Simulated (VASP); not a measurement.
# ZnSe (I-4m2) in VASP: further runs, part 2 of 2

VASP 6.6.1. The steps go on from the part before.

## Step 3: Single point, PBE (strain +0.000 along x and y, -0.080 along z)

The input, INCAR:

```
  PREC = Accurate
  ENCUT = 520
  EDIFF = 1E-6
  ISMEAR = 0
  SIGMA = 0.05
  LREAL = F
  LASPH = T
  NELM = 60
  ALGO = Normal
  ISIF = 2
  LWAVE = F
  LCHARG = T
  GGA = PE
  LELF = T
  LVHAR = T
  NBANDS = 16
```

The input, KPOINTS:

```
Automatic mesh
0
Gamma
  8 8 8
```

The input, POSCAR:

```
ZnSe
1.0
    0.0000000000      2.8659201403      2.6366465291
    2.8659201403      0.0000000000      2.6366465291
    2.8659201403      2.8659201403      0.0000000000
Zn Se
1 1
Direct
    0.0000000000      0.0000000000      0.0000000000
    0.7500000000      0.7500000000      0.7500000000
```

Potentials or basis: VASP PAW PBE potentials, release 64 (Zn, Se).

Started as:

```sh
$ cat potpaw_PBE.64/Zn/POTCAR potpaw_PBE.64/Se/POTCAR > POTCAR
$ mpirun -np 1 vasp_std > vasp.out
```

Wall time 34 s (1 thread of Intel Xeon Platinum 8488C (Sapphire Rapids), shared host); peak memory 0.19 GiB.

It converged, with:

```
Free energy            : -5.9461 eV
Pressure               : 5.8 GPa
Band gap on the k mesh : 1.30 eV, direct
```

Stress tensor (GPa, compression positive):
```
5.13 0.00 0.00
0.00 5.13 0.00
0.00 0.00 7.29
```

Levels at points of the mesh, in eV from the valence-band top:
| k point | band 5 | band 6 | band 7 | band 8 | band 9 | band 10 | band 11 | band 12 | band 13 | band 14 |
| --- | --- | --- | --- | --- | --- | --- | --- | --- | --- | --- |
| (0.00, 0.00, 0.00) | -6.50 | -6.48 | -0.27 | -0.27 | 0.00 | 1.30 | 5.64 | 5.67 | 5.67 | 9.95 |
| (0.50, 0.00, 0.00) | -6.46 | -6.32 | -5.70 | -1.35 | -0.87 | 2.37 | 5.87 | 6.67 | 8.59 | 10.94 |
| (0.50, 0.50, 0.00) | -6.43 | -6.22 | -4.80 | -2.83 | -2.83 | 2.46 | 2.75 | 11.36 | 11.36 | 11.44 |
| (0.50, 0.00, 0.50) | -6.45 | -6.33 | -5.28 | -2.44 | -2.27 | 2.84 | 3.57 | 10.58 | 10.82 | 11.55 |

Caveat: the cell differs from its parent crystal (strain +0.000 along x and y, -0.080 along z).

## Step 4: Single point, PBE (strain +0.000 along x and y, -0.040 along z)

The input, INCAR:

```
SYSTEM = ZnSe
PREC     = Accurate       ! precision mode
ENCUT    = 520            ! plane-wave cutoff, eV
EDIFF    = 1E-6           ! SCF threshold, eV
ISMEAR   = 0              ! smearing method
SIGMA    = 0.05           ! smearing width, eV
LREAL    = .False.        ! projectors in reciprocal space
LASPH    = .True.         ! aspherical terms in the spheres
NELM     = 80             ! most SCF steps
ALGO     = Normal         ! electronic algorithm
ISIF     = 2              ! what is computed and relaxed
LWAVE    = .False.        ! write WAVECAR
LCHARG   = .True.         ! write CHGCAR
GGA      = PE             ! functional
LELF     = .True.         ! ELF
LVHAR    = .True.       
NBANDS   = 16             ! bands
```

The input, KPOINTS:

```
regular mesh
0
Gamma
  8 8 8
  0 0 0
```

The input, POSCAR:

```
ZnSe
1.0
    0.0000000000      2.8659201403      2.7512833347
    2.8659201403      0.0000000000      2.7512833347
    2.8659201403      2.8659201403      0.0000000000
Zn Se
1 1
Direct
    0.0000000000      0.0000000000      0.0000000000
    0.7500000000      0.7500000000      0.7500000000
```

Potentials or basis: VASP PAW PBE potentials, release 64 (Zn, Se).

Started as:

```sh
$ cat potpaw_PBE.64/Zn/POTCAR potpaw_PBE.64/Se/POTCAR > POTCAR
$ mpirun -np 1 vasp_std > vasp.out
```

OUTCAR:

```text
SYSTEM = ZnSe
   PREC = Accurate
   ENCUT = 520
   EDIFF = 1E-6
   ISMEAR = 0
   LREAL = .False.
   LASPH = .True.
   NELM = 80
   ISIF = 2
   GGA = PE

 ion  position               nearest neighbor table
   1  0.000  0.000  0.000-   2 2.45   2 2.45   2 2.45   2 2.45
   2  0.750  0.750  0.750-   1 2.45   1 2.45   1 2.45   1 2.45

  LATTYP: Found a body centered tetragonal cell.
 ALAT       =     4.0530231311
 C/A-ratio  =     1.3576450199

  Lattice vectors:

 A1 = (   0.0000000000,  -2.8659201403,  -2.7512833347)
[... 627 lines left out ...]
      4      -4.7172      2.00000
      5      -4.5247      2.00000
      6      -4.5009      2.00000
[... 8 lines left out ...]
     15      13.3757      0.00000
     16      14.0453      0.00000

 [... further k-points ...]
[... 5 lines left out ...]
  --------------------------------------------------------------------------------------
  -------------------------------------------------------------------------------------
  Total        0.6683021      0.6683021      1.0213171      0.0000000      0.0000000      0.0000000
  in kB       23.6913574     23.6913574     36.2057644      0.0000000      0.0000000      0.0000000
  external PRESSURE =      27.8628264 kB  Pullay stress =       0.0000000 kB

 VOLUME and BASIS-vectors are now :
 -----------------------------------------------------------------------------
  energy-cutoff  :      520.00
  volume of cell :       45.20
      direct lattice vectors                 reciprocal lattice vectors
     0.000000000  2.865920140  2.751283335    -0.174464038  0.174464038  0.181733373
     2.865920140  0.000000000  2.751283335     0.174464038 -0.174464038  0.181733373
     2.865920140  2.865920140  0.000000000     0.174464038  0.174464038 -0.181733373

 POSITION                                       TOTAL-FORCE (eV/Angst)
 -----------------------------------------------------------------------------------
      0.00000      0.00000      0.00000        -0.000000     -0.000000     -0.000000
      4.29888      4.29888      4.12693         0.000000      0.000000      0.000000
 -----------------------------------------------------------------------------------
    total drift:                                0.000000      0.000000      0.000001

  FREE ENERGIE OF THE ION-ELECTRON SYSTEM (eV)
  ---------------------------------------------------
  free  energy   TOTEN  =        -6.0100478864 eV

  energy  without entropy=       -6.0100478864  energy(sigma->0) =       -6.01004789
```

It took 35 s on 1 thread of Intel Xeon Platinum 8488C (Sapphire Rapids), shared host; peak memory 0.19 GiB.

What came out:

```
Free energy            : -6.0100 eV
Pressure               : 2.8 GPa
Band gap on the k mesh : 1.22 eV, direct
```

Caveat: the cell differs from its parent crystal (strain +0.000 along x and y, -0.040 along z).

## Step 5: Summary

| cell | gap on the mesh (eV) | pressure (GPa) |
| --- | --- | --- |
| a = 4.066, b = 4.066, c = 3.729 Å, angles 62.7, 62.7, 54.6°, 2 atoms | 1.11 | 6.0 |
| a = 3.894, b = 3.894, c = 4.053 Å, angles 58.6, 58.6, 62.7°, 2 atoms | 1.30 | 5.8 |
| a = 3.973, b = 3.973, c = 4.053 Å, angles 59.3, 59.3, 61.3°, 2 atoms | 1.22 | 2.8 |

Alike in all rows: task single point; level PBE; potentials or basis VASP PAW PBE potentials, release 64 (Zn, Se); no spin polarisation; k mesh 8 × 8 × 8; cutoff (eV) 520; smearing gaussian 0.05 eV.

Absolute energies hang on the potentials; compare differences alone.
